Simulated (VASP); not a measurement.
Write the native input for VASP 6.6.1 that does the following.

```
Task                   : single point
Functional             : LDA
Potentials or basis    : VASP PAW LDA potentials, release 64 (Cd, Te)
Cutoff                 : 520 eV
k mesh                 : 8 × 8 × 8
Occupations            : gaussian, width 0.05 eV
Spin                   : no spin polarisation
Dipole correction      : no
Further INCAR settings : ALGO = Normal; EDIFF = 1e-06; NBANDS = 16
```

The structure of CdTe lies in POSCAR:

```
CdTe
1.0
    0.0000000000      3.0347197220      3.1591918822
    3.1591918822      0.0000000000      3.1591918822
    3.1591918822      3.0347197220      0.0000000000
Cd Te
1 1
Direct
    0.0000000000      0.0000000000      0.0000000000
    0.7500000000      0.7500000000      0.7500000000
```

This cell differs from its parent crystal: volume 30.288 Å^3 an atom, c/a of the conventional cell 0.9606.

One way to write it, as run:

INCAR

```
SYSTEM = CdTe
PREC = Accurate
ENCUT = 520
EDIFF = 1E-6
ISMEAR = 0
SIGMA = 0.05
LREAL = .False.
LASPH = .True.
NELM = 60
ALGO = Normal
ISIF = 2
LWAVE = .False.
LCHARG = .True.
GGA = CA
LELF = .True.
LVHAR = .True.
NBANDS = 16
```

KPOINTS

```
regular mesh
0
Gamma
  8 8 8
  0 0 0
```

Potentials or basis: VASP PAW LDA potentials, release 64 (Cd, Te).

Launch:

```bash
$ cat potpaw_LDA.64/Cd/POTCAR potpaw_LDA.64/Te/POTCAR > POTCAR
$ mpirun -np 1 vasp_std > vasp.out
```

It gave:

The pressure is 5.0 GPa and the band gap on the k mesh is 0.82 eV, direct.

Caveat: spin-orbit coupling is left out, which moves the levels of the heavy elements.

It took 24 s on 1 thread of Intel(R) Xeon(R) 6975P-C (Granite Rapids), with other jobs on the host, peak memory 0.2 GiB.
